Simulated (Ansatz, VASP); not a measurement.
Si: VASP beside Ansatz

Contents of INCAR:

```
SYSTEM = Si
ALGO = Normal
EDIFF = 1E-7
ENCUT = 520
ISIF = 2
ISMEAR = -1
LASPH = .TRUE.
LCHARG = .TRUE.
LELF = .TRUE.
LREAL = .FALSE.
LVHAR = .TRUE.
LWAVE = .FALSE.
NBANDS = 11
NELM = 60
PREC = Accurate
SIGMA = 0.08
```

Contents of KPOINTS:

```
k-points
0
G
  12 12 12
  0 0 0
```

File POSCAR:

```
Si
1.0
    0.0000000000      2.7009353304      2.7009353304
    2.7009353304      0.0000000000      2.7009353304
    2.7009353304      2.7009353304      0.0000000000
Si
2
Direct
   -0.1250000000     -0.1250000000     -0.1250000000
    0.1250000000      0.1250000000      0.1250000000
```

Input for Ansatz:

```yaml
crystal:
  lattice:
    - [0.0, 2.7009353304, 2.7009353304]
    - [2.7009353304, 0.0, 2.7009353304]
    - [2.7009353304, 2.7009353304, 0.0]
  atoms:
    - { symbol: Si, position: [-0.125, -0.125, -0.125] }
    - { symbol: Si, position: [0.125, 0.125, 0.125] }
kpoints:
  mp_grid: { grid: [12, 12, 12] }
  band_path:
    path:
      - [0.0, 0.0, 0.0]
      - [0.5, 0.0, 0.5]
      - [0.625, 0.25, 0.625]
      - [0.375, 0.375, 0.75]
      - [0.0, 0.0, 0.0]
      - [0.5, 0.5, 0.5]
      - [0.5, 0.25, 0.75]
      - [0.5, 0.0, 0.5]
    npoints: 14
scf:
  occupations: { method: fermi_dirac, width: 0.08 }
hamiltonian:
  xc: lda
  pseudopotentials: { kind: all_electron, lapw: { basis_error: 0.001 } }
output:
  forces: true
  stress: true
  eigenvalues: true
  populations: true
  dos: { projected: true, de: 0.2, e_range: [-14, 8] }
```

Alike in both runs: task single point; functional LDA; k mesh 12 × 12 × 12; occupations fermi-dirac, width 0.08 eV; no spin polarisation.

|  | VASP | Ansatz |
| --- | --- | --- |
| version | VASP 6.6.1 | Ansatz 0.2.0 |
| potentials or method | VASP PAW LDA potentials, release 64 (Si), cutoff 520 eV | all-electron LAPW, scalar-relativistic |

VASP gave:

| Quantity | Value |
| --- | --- |
| pressure (GPa) | 0.0 |

Q: Which values does Ansatz return?

A: Pressure (GPa): -0.1.

LDA's correlation is that of Perdew and Zunger in VASP and of Perdew and Wang (1992) in Ansatz. Ansatz ran all-electron here, and VASP with PAW potentials.
